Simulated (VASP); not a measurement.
Wanted: the native input for a VASP 6.6.1 run.

* Task: single point
* Functional: LDA
* Potentials or basis: VASP PAW LDA potentials, release 64 (K_sv, F)
* Cutoff: 520 eV
* k mesh: 8 × 8 × 8
* Occupations: gaussian, width 0.05 eV
* Spin: no spin polarisation
* Dipole correction: no
* Further INCAR settings: ALGO = Normal; EDIFF = 1e-06; NBANDS = 15

The structure of KF lies in POSCAR:

```
KF
1.0
    3.3567236500      0.0000000000      0.0000000000
    0.0000000000      3.3567236500      0.0000000000
    0.0000000000      0.0000000000      3.3078393250
K F
1 1
Direct
    0.0000000000      0.0000000000      0.0000000000
    0.5000000000      0.5000000000      0.5000000000
```

This cell differs from its parent crystal: strain +0.030 along x and y, +0.015 along z.

One way to write it, as run:

INCAR

```
PREC = Accurate
ENCUT = 520
EDIFF = 1E-6
ISMEAR = 0
SIGMA = 0.05
LREAL = F
LASPH = T
NELM = 100
ALGO = Normal
ISIF = 2
LWAVE = F
LCHARG = F
NBANDS = 15
```

KPOINTS

```
Automatic mesh
0
Gamma
  8 8 8
```

Potentials or basis: VASP PAW LDA potentials, release 64 (K_sv, F).

Run with:

```sh
$ cat potpaw_LDA.64/K_sv/POTCAR potpaw_LDA.64/F/POTCAR > POTCAR
$ mpirun -np 1 vasp_std > vasp.out
```

Results of the run:

* Pressure: -6.9 GPa
* Band gap on the k mesh: 5.41 eV, indirect (least direct gap 5.47 eV)

Caveat: the cell differs from its parent crystal (strain +0.030 along x and y, +0.015 along z).

Wall time 37 s on 1 thread of Intel(R) Xeon(R) Platinum 8259CL CPU @ 2.50GHz (Skylake/Cascade Lake), on a shared host, peak memory 0.16 GiB.
